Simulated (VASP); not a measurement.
# V (Im-3m) in VASP: a series of runs, part 2 of 2

VASP 6.6.1. The steps go on from the part before.

## (3) Single point, PBE, collinear spin, zero start

Input file INCAR:

```
SYSTEM = V
  PREC = Accurate
  ENCUT = 520
  EDIFF = 1E-6
  ISMEAR = -1
  SIGMA = 0.1
  LREAL = .False.
  LASPH = .True.
  NELM = 150
  ALGO = Normal
  ISIF = 2
  LWAVE = .False.
  LCHARG = .False.
  ISPIN = 2
  MAGMOM = 0 0
  LORBIT = 11
  LMAXMIX = 4
  GGA = PE
  NBANDS = 24
```

Input file KPOINTS:

```
Automatic mesh
0
Gamma
  9 9 9
  0 0 0
```

Input file POSCAR:

```
V
1.0
    3.0267000000      0.0000000000      0.0000000000
    0.0000000000      3.0267000000      0.0000000000
    0.0000000000      0.0000000000      3.0267000000
V
2
Direct
    0.0000000000      0.0000000000      0.0000000000
    0.5000000000      0.5000000000      0.5000000000
```

Potentials or basis: VASP PAW PBE potentials, release 64 (V_sv).

Launch:

```sh
> cat potpaw_PBE.64/V_sv/POTCAR > POTCAR
> mpirun -np 1 vasp_std > vasp.out
```

OUTCAR:

```text
SYSTEM = V
   PREC = Accurate
   ENCUT = 520
   EDIFF = 1E-6
   ISMEAR = -1
   LREAL = .False.
   LASPH = .True.
   NELM = 150
   ISIF = 2
   ISPIN = 2
   LORBIT = 11
   GGA = PE

 ion  position               nearest neighbor table
   1  0.000  0.000  0.000-   2 2.62   2 2.62   2 2.62   2 2.62   2 2.62   2 2.62   2 2.62   2 2.62

   2  0.500  0.500  0.500-   1 2.62   1 2.62   1 2.62   1 2.62   1 2.62   1 2.62   1 2.62   1 2.62

  LATTYP: Found a simple cubic cell.
 ALAT       =     3.0267000000

  Lattice vectors:

 A1 = (   3.0267000000,   0.0000000000,   0.0000000000)
 A2 = (   0.0000000000,   3.0267000000,   0.0000000000)
 A3 = (   0.0000000000,   0.0000000000,   3.0267000000)

Analysis of symmetry for initial positions (statically):
=====================================================================
 Subroutine PRICEL returns following result:

  LATTYP: Found a body centered cubic cell.
 ALAT       =     3.0267000000
[... 12 lines left out ...]
 Subroutine GETGRP returns: Found 48 space group operations
 (whereof 48 operations were pure point group operations)
 out of a pool of 48 trial point group operations.

The static configuration has the point symmetry O_h .

Analysis of symmetry for dynamics (positions and initial velocities):
=====================================================================
 Subroutine PRICEL returns following result:

  LATTYP: Found a body centered cubic cell.
 ALAT       =     3.0267000000
[... 12 lines left out ...]
 Subroutine GETGRP returns: Found 48 space group operations
 (whereof 48 operations were pure point group operations)
 out of a pool of 48 trial point group operations.

The dynamic configuration has the point symmetry O_h .

Analysis of structural, dynamic, and magnetic symmetry:
=====================================================================
 Subroutine PRICEL returns following result:

  LATTYP: Found a body centered cubic cell.
 ALAT       =     3.0267000000
[... 12 lines left out ...]
 Subroutine GETGRP returns: Found 48 space group operations
 (whereof 48 operations were pure point group operations)
[... 139 lines left out ...]

 number of electron      25.9999991 magnetization       0.0000033

 Free energy of the ion-electron system (eV)
  ---------------------------------------------------
  ext. energy  EPLUGINS =         0.00000000
  ---------------------------------------------------
  free energy    TOTEN  =       -18.02722214 eV

  energy without entropy =      -17.90332220  energy(sigma->0) =      -17.96527217

 E-fermi :   9.3805     XC(G=0): -12.7479

 val. band max:        9.3509769561   @ k =   0.3333   0.2222   0.1111
 cond. band min:       9.3866464931   @ k =   0.2222   0.1111   0.1111
 fundamental gap:      0.0356695369
 Fermi energy:         9.3805061748

 spin component 1

 k-point     1 :       0.0000    0.0000    0.0000
  band No.  band energies     occupation
      1     -54.3907      1.00000
      2     -54.0922      1.00000
      3     -28.2993      1.00000
      4     -28.2993      1.00000
      5     -28.2993      1.00000
      6     -27.7363      1.00000
[... 637 lines left out ...]
     23      23.9970      0.00000
     24      24.9246      0.00000

 [... further k-points ...]

 spin component 2

 k-point     1 :       0.0000    0.0000    0.0000
  band No.  band energies     occupation
      1     -54.3907      1.00000
      2     -54.0922      1.00000
      3     -28.2993      1.00000
      4     -28.2993      1.00000
      5     -28.2993      1.00000
      6     -27.7363      1.00000
[... 637 lines left out ...]
     23      23.9970      0.00000
     24      24.9246      0.00000

 [... further k-points ...]
[... 5 lines left out ...]
  --------------------------------------------------------------------------------------
  -------------------------------------------------------------------------------------
  Total       -0.7984069     -0.7984069     -0.7984069      0.0000000      0.0000000     -0.0000000
  in kB      -46.1345962    -46.1345962    -46.1345962      0.0000000      0.0000000     -0.0000000
  external PRESSURE =     -46.1345962 kB  Pullay stress =       0.0000000 kB

 VOLUME and BASIS-vectors are now :
 -----------------------------------------------------------------------------
  energy-cutoff  :      520.00
  volume of cell :       27.73
      direct lattice vectors                 reciprocal lattice vectors
     3.026700000  0.000000000  0.000000000     0.330392837  0.000000000  0.000000000
     0.000000000  3.026700000  0.000000000     0.000000000  0.330392837  0.000000000
     0.000000000  0.000000000  3.026700000     0.000000000  0.000000000  0.330392837

 POSITION                                       TOTAL-FORCE (eV/Angst)
 -----------------------------------------------------------------------------------
      0.00000      0.00000      0.00000         0.000000      0.000000      0.000000
      1.51335      1.51335      1.51335        -0.000000     -0.000000     -0.000000
 -----------------------------------------------------------------------------------
    total drift:                                0.000000      0.000000     -0.000000

  FREE ENERGIE OF THE ION-ELECTRON SYSTEM (eV)
  ---------------------------------------------------
  free  energy   TOTEN  =       -18.0272221383 eV

  energy  without entropy=      -17.9033222042  energy(sigma->0) =      -17.96527217

 total charge

# of ion       s       p       d       tot
------------------------------------------
    1        2.333   6.212   3.059  11.604
    2        2.333   6.212   3.059  11.604
--------------------------------------------------
tot          4.666  12.424   6.119  23.208

 magnetization (x)

# of ion       s       p       d       tot
------------------------------------------
    1       -0.000  -0.000   0.000   0.000
    2       -0.000  -0.000   0.000   0.000
--------------------------------------------------
tot         -0.000  -0.000   0.000   0.000
```

OSZICAR:

```text
N       E                     dE             d eps       ncg     rms          rms(c)
DAV:   1     0.290404680386E+03    0.29040E+03   -0.14393E+04  3368   0.126E+03
DAV:   2    -0.131569114270E+02   -0.30356E+03   -0.29384E+03  3496   0.410E+02
DAV:   3    -0.208603783454E+02   -0.77035E+01   -0.76780E+01  3784   0.763E+01
DAV:   4    -0.209095621340E+02   -0.49184E-01   -0.49182E-01  3808   0.653E+00
DAV:   5    -0.209102556446E+02   -0.69351E-03   -0.69350E-03  3800   0.715E-01    0.249E+01
DAV:   6    -0.180694085436E+02    0.28408E+01   -0.61573E+00  3544   0.301E+01    0.192E+00
DAV:   7    -0.180433441338E+02    0.26064E-01   -0.12007E-01  3496   0.304E+00    0.134E+00
DAV:   8    -0.180271045664E+02    0.16240E-01   -0.71450E-03  3776   0.898E-01    0.175E-01
DAV:   9    -0.180272245622E+02   -0.12000E-03   -0.53727E-04  4112   0.240E-01    0.600E-02
DAV:  10    -0.180272205646E+02    0.39976E-05   -0.23195E-05  3768   0.537E-02    0.115E-02
DAV:  11    -0.180272218913E+02   -0.13267E-05   -0.29544E-06  3384   0.210E-02    0.153E-03
DAV:  12    -0.180272221383E+02   -0.24710E-06   -0.41011E-08  1856   0.221E-03
   1 F= -.18027222E+02 E0= -.17965272E+02  d E =-.123900E+00  mag=     0.0000
```

It took 24 s on 1 thread of Intel Xeon Platinum 8175M at 2.50GHz (Skylake/Cascade Lake), shared host; peak memory 0.16 GiB.

Results:

| Property | Result |
| --- | --- |
| Free energy | -18.0272 eV |
| Pressure | -4.6 GPa |
| Band gap on the k mesh | zero (filled and empty bands overlap) |
| Net moment | 0.00 μB per cell |
| Valence electrons inside the program's atomic spheres | V 11.60 |

Levels at points of the mesh, in eV from the Fermi level:
Spin up:
| k point | band 9 | band 10 | band 11 | band 12 | band 13 | band 14 | band 15 | band 16 | band 17 | band 18 |
| --- | --- | --- | --- | --- | --- | --- | --- | --- | --- | --- |
| (0.00, 0.00, 0.00) | -6.55 | -2.89 | -2.89 | 0.38 | 0.38 | 0.38 | 2.32 | 2.32 | 3.57 | 3.57 |
Spin down:
```
           k point  band 9  band 10  band 11  band 12  band 13  band 14  band 15  band 16  band 17  band 18
(0.00, 0.00, 0.00)   -6.55    -2.89    -2.89     0.38     0.38     0.38     2.32     2.32     3.57     3.57
```
